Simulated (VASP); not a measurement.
## TaBr3F: single point with PBE

TaBr3F:

```
Ta Br F
1.0
     4.78502    0.00000    0.00000
     0.00000    4.78502    0.00000
     0.00000    0.00000    4.78502
Ta Br F
1 3 1
Direct
  0.00000 0.00000 0.00000
  0.50000 0.00000 0.50000
  0.00000 0.50000 0.50000
  0.50000 0.50000 0.00000
  0.50000 0.50000 0.50000
```

* Program: VASP 6.6.1
* Task: single point
* Functional: PBE
* Potentials or basis: VASP PAW PBE potentials, release 64 (Ta_pv, Br, F)
* Cutoff: 520 eV
* k mesh: 8 × 8 × 8
* Occupations: gaussian, width 0.1 eV
* Spin: no spin polarisation
* Dipole correction: no
* Further INCAR settings: ALGO = Normal; EDIFF = 1e-06; NBANDS = 28

| Quantity | Value |
| --- | --- |
| Pressure | -0.1 GPa |

Levels at points of the mesh, in eV from the Fermi level:
| k point | band 17 | band 18 | band 19 | band 20 | band 21 | band 22 | band 23 | band 24 |
| --- | --- | --- | --- | --- | --- | --- | --- | --- |
| (0.00, 0.00, 0.00) | -1.31 | -0.64 | -0.64 | -0.27 | -0.27 | -0.27 | 0.43 | 0.43 |
| (0.50, 0.00, 0.00) | -2.45 | -0.20 | 0.02 | 0.30 | 0.30 | 0.83 | 1.11 | 1.11 |
| (0.50, 0.50, 0.00) | -1.78 | -1.40 | -0.20 | 0.12 | 0.21 | 0.76 | 1.09 | 1.09 |
| (0.50, 0.50, 0.50) | -1.44 | -1.36 | -1.36 | -1.27 | -0.06 | -0.06 | -0.06 | 0.19 |

Run time: 60 s on 1 thread of Intel(R) Xeon(R) Platinum 8559C (Emerald Rapids), with other jobs on the host, peak memory 0.26 GiB.

Caveat: spin-orbit coupling is left out, which moves the levels of the heavy elements; an odd number of electrons without spin polarisation forces a metal; a magnetic or distorted state may lie lower.
